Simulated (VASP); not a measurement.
# CrO2 in VASP: further runs

CrO2 is run at these levels: r2SCAN; tasks: single point.

Program: VASP 6.6.1. These are calculated values, not measurements. Logs are shortened: lines on timing, memory, paths and dates and some standing lists are left out, and cuts for length are marked.

### Step 1. The cell of the first run

The cell holds a slab with vacuum, 3 atoms: a = 2.599 Å, b = 2.599 Å, c = 13.726 Å, α = 90.00°, β = 90.00°, γ = 120.00°.

### Step 2. Single point, r2SCAN

Contents of POSCAR:

```
CrO2
1.0
    2.5993275237      0.0000000000      0.0000000000
   -1.2996637618      2.2510836683      0.0000000000
    0.0000000000      0.0000000000     13.7264214245
Cr O
1 2
Direct
    0.3333333333      0.6666666667      0.0000000000
    0.6666666667      0.3333333333      0.9165771657
    0.6666666667      0.3333333333      0.0834228343
```

Contents of INCAR.step1:

```
SYSTEM = CrO2
PREC = Accurate
ENCUT = 520
ISMEAR = 0
SIGMA = 0.02
LREAL = .FALSE.
LASPH = .TRUE.
NELM = 80
NBANDS = 19
GGA = PE
ALGO = Normal
EDIFF = 1E-4
LWAVE = .TRUE.
LCHARG = .FALSE.
```

Contents of INCAR.step2:

```
SYSTEM = CrO2
PREC = Accurate
ENCUT = 520
EDIFF = 1E-6
ISMEAR = 0
SIGMA = 0.02
LREAL = .FALSE.
LASPH = .TRUE.
NELM = 80
ALGO = Normal
ISIF = 2
LWAVE = .FALSE.
LCHARG = .TRUE.
METAGGA = R2SCAN
LMIXTAU = .TRUE.
LELF = .TRUE.
LVHAR = .TRUE.
NBANDS = 19
ISTART = 1
```

Contents of KPOINTS:

```
regular mesh
0
G
  15 15 4
  0 0 0
```

Potentials or basis: VASP PAW PBE potentials, release 64 (Cr_pv, O).

Started as:

```sh
$ cat potpaw_PBE.64/Cr_pv/POTCAR potpaw_PBE.64/O/POTCAR > POTCAR
$ cp INCAR.step1 INCAR
$ mpirun -np 1 vasp_std > vasp.out
$ cp INCAR.step2 INCAR
$ mpirun -np 1 vasp_std > vasp.out
```

OUTCAR:

```text
SYSTEM = CrO2
   PREC = Accurate
   ENCUT = 520
   EDIFF = 1E-6
   ISMEAR = 0
   LREAL = .FALSE.
   LASPH = .TRUE.
   NELM = 80
   ISIF = 2
   METAGGA = R2SCAN
   ISTART = 1

 ion  position               nearest neighbor table
   1  0.333  0.667  0.000-   2 1.89   3 1.89   2 1.89   3 1.89   2 1.89   3 1.89
   2  0.667  0.333  0.917-   1 1.89   1 1.89   1 1.89
   3  0.667  0.333  0.083-   1 1.89   1 1.89   1 1.89

  LATTYP: Found a hexagonal cell.
 ALAT       =     2.5993275237
 C/A-ratio  =     5.2807586960

  Lattice vectors:

 A1 = (   2.5993275237,   0.0000000000,   0.0000000000)
 A2 = (  -1.2996637618,   2.2510836683,   0.0000000000)
 A3 = (   0.0000000000,   0.0000000000,  13.7264214245)

Analysis of symmetry for initial positions (statically):
=====================================================================
 Subroutine PRICEL returns:
 Original cell was already a primitive cell.

 Routine SETGRP: Setting up the symmetry group for a
 hexagonal supercell.

 Subroutine GETGRP returns: Found 12 space group operations
 (whereof 12 operations were pure point group operations)
 out of a pool of 24 trial point group operations.

The static configuration has the point symmetry D_3h.

Analysis of symmetry for dynamics (positions and initial velocities):
=====================================================================
 Subroutine PRICEL returns:
 Original cell was already a primitive cell.

 Routine SETGRP: Setting up the symmetry group for a
 hexagonal supercell.

 Subroutine GETGRP returns: Found 12 space group operations
 (whereof 12 operations were pure point group operations)
 out of a pool of 24 trial point group operations.

The dynamic configuration has the point symmetry D_3h.

 Subroutine INISYM returns: Found 12 space group operations
 (whereof 12 operations are pure point group operations),
 and found     1 'primitive' translations

----------------------------------------------------------------------------------------

                                     Primitive cell

  volume of cell :      80.3175

  direct lattice vectors                    reciprocal lattice vectors
     2.599327524  0.000000000  0.000000000     0.384714889  0.222115245  0.000000000
    -1.299663762  2.251083668  0.000000000     0.000000000  0.444230490  0.000000000
[... 85 lines left out ...]
   ENCUT  =  520.0 eV  38.22 Ry    6.18 a.u.   4.83  4.83 25.52*2*pi/ulx,y,z
   NELM   =     80;   NELMIN=  2; NELMDL=  0     # of ELM steps
   EDIFF  = 0.1E-05   stopping-criterion for ELM
   LREAL  =      F    real-space projection
   EDIFFG = 0.1E-04   stopping-criterion for IOM
   NSW    =      0    number of steps for IOM
   IBRION =     -1    ionic relax: 0-MD 1-quasi-New 2-CG
   NFREE  =      0    steps in history (QN), initial steepest desc. (CG)
   ISIF   =      2    stress and relaxation
   ISYM   =      2    0-nonsym 1-usesym 2-fastsym
   POTIM  = 0.5000    time-step for ionic-motion
   TEBEG  =    0.0;   TEEND  =   0.0 temperature during run
   PSTRESS=    0.0 pullay stress
   NELECT =      24.0000    total number of electrons
   NUPDOWN=      -1.0000    fix difference up-down
   EMIN   =  10.00;   EMAX   =-10.00  energy-range for DOS
   EFERMI =   0.00;   METHOD = LEGACY
   ISMEAR =     0;   SIGMA  =   0.02  broadening in eV -4-tet -1-fermi 0-gaus
   EFERMI_NEDOS =   21; number of points for ismear=-14 and -15
   IALGO  =     38    algorithm
   IMIX   =      4    mixing-type and parameters
     AMIX     =   0.40;   BMIX     =  1.00
     AMIX_MAG =   1.60;   BMIX_MAG =  1.00
  volume/ion in A,a.u.               =      26.77       180.67
  Fermi-wavevector in a.u.,A,eV,Ry     =   1.094482  2.068271 16.298292  1.197891
  Thomas-Fermi vector in A             =   2.230787
   LORBIT       =      0    0 simple, 1 ext, 2 COOP (PROOUT), +10 PAW based schemes
   METAGGA = R2SCAN    functional components
   LHFCALC =     F    Hartree Fock is set to
   AEXX    =    0.0000 exact exchange contribution
   IVDW    =     0    specifies the selected vdW correction
   LEPSILON=     F    determine dielectric tensor
   LRPA    =     F    only Hartree local field effects (RPA)
 non-spin polarized calculation
 Gauss-broadening in eV      SIGMA  =   0.02
  energy-cutoff  :      520.00
  volume of cell :       80.32
 maximum number of plane-waves:      2193
 NGX is ok and might be reduce to    20
   NGX =  9   NGY =  9   NGZ = 51

 number of electron      24.0000006 magnetization

 Free energy of the ion-electron system (eV)
  ---------------------------------------------------
  ext. energy  EPLUGINS =         0.00000000
  ---------------------------------------------------
  free energy    TOTEN  =       -32.28133514 eV

  energy without entropy =      -32.28133514  energy(sigma->0) =      -32.28133514

 E-fermi :  -2.8113     XC(G=0):  -4.8079

 val. band max:       -3.0187548458   @ k =   0.0000   0.0000   0.0000
 cond. band min:      -2.5924127555   @ k =   0.3333   0.3333   0.5000
 fundamental gap:      0.4263420904
 Fermi energy:        -2.8112666162

 k-point     1 :       0.0000    0.0000    0.0000
  band No.  band energies     occupation
      1     -49.0236      2.00000
      2     -48.7784      2.00000
      3     -48.7784      2.00000
      4     -24.8361      2.00000
      5     -22.9623      2.00000
      6     -10.3948      2.00000
[... 505 lines left out ...]
      6     -10.0831      2.00000
[... 11 lines left out ...]
     18       9.1959      0.00000
     19      12.1582      0.00000

 [... further k-points ...]

------------------------ aborting loop because EDIFF is reached ----------------------------------------

  FORCE on cell =-STRESS in cart. coord.  units (eV):
  Direction    XX          YY          ZZ          XY          YZ          ZX
  --------------------------------------------------------------------------------------
  -------------------------------------------------------------------------------------
  Total        0.4416812      0.4416812      0.3246036      0.0000000      0.0000000     -0.0000000
  in kB        8.8106824      8.8106824      6.4752104      0.0000000      0.0000000     -0.0000000
  external PRESSURE =       8.0321918 kB  Pullay stress =       0.0000000 kB

 VOLUME and BASIS-vectors are now :
 -----------------------------------------------------------------------------
  energy-cutoff  :      520.00
  volume of cell :       80.32
      direct lattice vectors                 reciprocal lattice vectors
     2.599327524  0.000000000  0.000000000     0.384714889  0.222115245  0.000000000
    -1.299663762  2.251083668  0.000000000     0.000000000  0.444230490  0.000000000
     0.000000000  0.000000000 13.726421424     0.000000000  0.000000000  0.072852200

 POSITION                                       TOTAL-FORCE (eV/Angst)
 -----------------------------------------------------------------------------------
     -0.00000      1.50072      0.00000        -0.000000      0.000000     -0.000000
      1.29966      0.75036     12.58132         0.000000     -0.000000     -0.166236
      1.29966      0.75036      1.14510         0.000000     -0.000000      0.166236
 -----------------------------------------------------------------------------------
    total drift:                               -0.000003      0.000002      0.000000

  FREE ENERGIE OF THE ION-ELECTRON SYSTEM (eV)
  ---------------------------------------------------
  free  energy   TOTEN  =       -32.2813351417 eV

  energy  without entropy=      -32.2813351417  energy(sigma->0) =      -32.28133514
```

OSZICAR.step1:

```text
N       E                     dE             d eps       ncg     rms          rms(c)
DAV:   1     0.220856940139E+03    0.22086E+03   -0.13804E+04  3454   0.116E+03
DAV:   2    -0.934418269784E+01   -0.23020E+03   -0.22011E+03  3547   0.326E+02
DAV:   3    -0.319590401933E+02   -0.22615E+02   -0.22449E+02  3494   0.107E+02
DAV:   4    -0.323330806635E+02   -0.37404E+00   -0.37368E+00  3461   0.147E+01
DAV:   5    -0.323417243743E+02   -0.86437E-02   -0.86262E-02  4269   0.206E+00    0.316E+01
DAV:   6    -0.349596069035E+02   -0.26179E+01   -0.16205E+02  4042   0.973E+01    0.391E+01
DAV:   7    -0.266950287234E+02    0.82646E+01   -0.15343E+02  3449   0.109E+02    0.135E+01
DAV:   8    -0.247467784166E+02    0.19483E+01   -0.84774E+00  3479   0.263E+01    0.464E+00
DAV:   9    -0.246748959871E+02    0.71882E-01   -0.56314E-01  3468   0.514E+00    0.254E+00
DAV:  10    -0.246211044523E+02    0.53792E-01   -0.38690E-01  3546   0.572E+00    0.895E-01
DAV:  11    -0.246218858990E+02   -0.78145E-03   -0.15762E-02  3417   0.109E+00    0.838E-01
DAV:  12    -0.246193822363E+02    0.25037E-02   -0.43150E-03  3201   0.718E-01    0.364E-01
DAV:  13    -0.246182694382E+02    0.11128E-02   -0.19020E-02  4104   0.122E+00    0.187E-01
DAV:  14    -0.246179934522E+02    0.27599E-03   -0.14111E-03  3198   0.363E-01    0.837E-02
DAV:  15    -0.246180442824E+02   -0.50830E-04   -0.34694E-04  3165   0.105E-01
   1 F= -.24618044E+02 E0= -.24618044E+02  d E =-.118407E-22
```

Run time: 12 min. Hardware: 1 thread of Intel Xeon 8259CL, shared host; peak memory 0.28 GiB.

What came out:

* Free energy: -32.2813 eV
* Largest force: 0.166 eV/Å
* Band gap on the k mesh: 0.43 eV (least direct gap 1.65 eV)

Forces in eV/Å, atoms in the order of the input:
```
Cr   0.000  0.000  0.000
O    0.000  0.000 -0.166
O    0.000  0.000  0.166
```

Caveat: the PAW data sets were made with another functional, which shifts forces and pressure a little.

### Step 3. Single point, r2SCAN

POSCAR is that of step 2.

Contents of INCAR.step1:

```
  PREC = Accurate
  ENCUT = 520
  ISMEAR = 0
  SIGMA = 0.02
  LREAL = False
  LASPH = True
  NELM = 80
  NBANDS = 19
  GGA = PE
  ALGO = Normal
  EDIFF = 1E-4
  LWAVE = True
  LCHARG = False
```

Contents of INCAR.step2:

```
  PREC = Accurate
  ENCUT = 520
  EDIFF = 1E-7
  ISMEAR = 0
  SIGMA = 0.02
  LREAL = False
  LASPH = True
  NELM = 80
  ALGO = Normal
  ISIF = 2
  LWAVE = False
  LCHARG = False
  METAGGA = R2SCAN
  LMIXTAU = True
  NBANDS = 19
  ISTART = 1
```

Contents of KPOINTS:

```
Automatic mesh
0
Gamma
  15 15 4
```

Potentials or basis: VASP PAW PBE potentials, release 64 (Cr_pv, O).

Started as:

```sh
$ cat potpaw_PBE.64/Cr_pv/POTCAR potpaw_PBE.64/O/POTCAR > POTCAR
$ cp INCAR.step1 INCAR
$ mpirun -np 1 vasp_std > vasp.out
$ cp INCAR.step2 INCAR
$ mpirun -np 1 vasp_std > vasp.out
```

OUTCAR:

```text
PREC = Accurate
   ENCUT = 520
   EDIFF = 1E-7
   ISMEAR = 0
   LREAL = False
   LASPH = True
   NELM = 80
   ISIF = 2
   METAGGA = R2SCAN
   ISTART = 1

 ion  position               nearest neighbor table
   1  0.333  0.667  0.000-   2 1.89   3 1.89   2 1.89   3 1.89   2 1.89   3 1.89
   2  0.667  0.333  0.917-   1 1.89   1 1.89   1 1.89
   3  0.667  0.333  0.083-   1 1.89   1 1.89   1 1.89

  LATTYP: Found a hexagonal cell.
[... 724 lines left out ...]

  FORCE on cell =-STRESS in cart. coord.  units (eV):
  Direction    XX          YY          ZZ          XY          YZ          ZX
  --------------------------------------------------------------------------------------
  -------------------------------------------------------------------------------------
  Total        0.4427175      0.4427175      0.3262130      0.0000000      0.0000000     -0.0000000
  in kB        8.8313538      8.8313538      6.5073153      0.0000000      0.0000000     -0.0000000
  external PRESSURE =       8.0566743 kB  Pullay stress =       0.0000000 kB

 VOLUME and BASIS-vectors are now :
 -----------------------------------------------------------------------------
  energy-cutoff  :      520.00
  volume of cell :       80.32
      direct lattice vectors                 reciprocal lattice vectors
     2.599327524  0.000000000  0.000000000     0.384714889  0.222115245  0.000000000
    -1.299663762  2.251083668  0.000000000     0.000000000  0.444230490  0.000000000
     0.000000000  0.000000000 13.726421424     0.000000000  0.000000000  0.072852200

 POSITION                                       TOTAL-FORCE (eV/Angst)
 -----------------------------------------------------------------------------------
     -0.00000      1.50072      0.00000        -0.000000      0.000000      0.000000
      1.29966      0.75036     12.58132         0.000000     -0.000000     -0.166088
      1.29966      0.75036      1.14510         0.000000      0.000000      0.166088
 -----------------------------------------------------------------------------------
    total drift:                               -0.000003      0.000002      0.000000

  FREE ENERGIE OF THE ION-ELECTRON SYSTEM (eV)
  ---------------------------------------------------
  free  energy   TOTEN  =       -32.2813369572 eV

  energy  without entropy=      -32.2813369572  energy(sigma->0) =      -32.28133696
```

OSZICAR.step1:

```text
N       E                     dE             d eps       ncg     rms          rms(c)
DAV:   1     0.220856940139E+03    0.22086E+03   -0.13804E+04  3454   0.116E+03
DAV:   2    -0.934418269784E+01   -0.23020E+03   -0.22011E+03  3547   0.326E+02
DAV:   3    -0.319590401933E+02   -0.22615E+02   -0.22449E+02  3494   0.107E+02
DAV:   4    -0.323330806635E+02   -0.37404E+00   -0.37368E+00  3461   0.147E+01
DAV:   5    -0.323417243743E+02   -0.86437E-02   -0.86262E-02  4269   0.206E+00    0.316E+01
DAV:   6    -0.349596069035E+02   -0.26179E+01   -0.16205E+02  4042   0.973E+01    0.391E+01
DAV:   7    -0.266950287234E+02    0.82646E+01   -0.15343E+02  3449   0.109E+02    0.135E+01
DAV:   8    -0.247467784166E+02    0.19483E+01   -0.84774E+00  3479   0.263E+01    0.464E+00
DAV:   9    -0.246748959871E+02    0.71882E-01   -0.56314E-01  3468   0.514E+00    0.254E+00
DAV:  10    -0.246211044523E+02    0.53792E-01   -0.38690E-01  3546   0.572E+00    0.895E-01
DAV:  11    -0.246218858990E+02   -0.78145E-03   -0.15762E-02  3417   0.109E+00    0.838E-01
DAV:  12    -0.246193822363E+02    0.25037E-02   -0.43150E-03  3201   0.718E-01    0.364E-01
DAV:  13    -0.246182694382E+02    0.11128E-02   -0.19020E-02  4104   0.122E+00    0.187E-01
DAV:  14    -0.246179934522E+02    0.27599E-03   -0.14111E-03  3198   0.363E-01    0.837E-02
DAV:  15    -0.246180442824E+02   -0.50830E-04   -0.34694E-04  3165   0.105E-01
   1 F= -.24618044E+02 E0= -.24618044E+02  d E =-.118407E-22
```

Wall time 14 min (1 thread of Intel Xeon 8259CL, shared host); peak memory 0.29 GiB.

What came out:

```
Free energy            : -32.2813 eV
Largest force          : 0.166 eV/Å
Band gap on the k mesh : 0.43 eV (least direct gap 1.65 eV)
```

Forces in eV/Å, atoms in the order of the input:
```
Cr   0.000  0.000  0.000
O    0.000  0.000 -0.166
O    0.000  0.000  0.166
```

Caveat: the PAW data sets were made with another functional, which shifts forces and pressure a little.
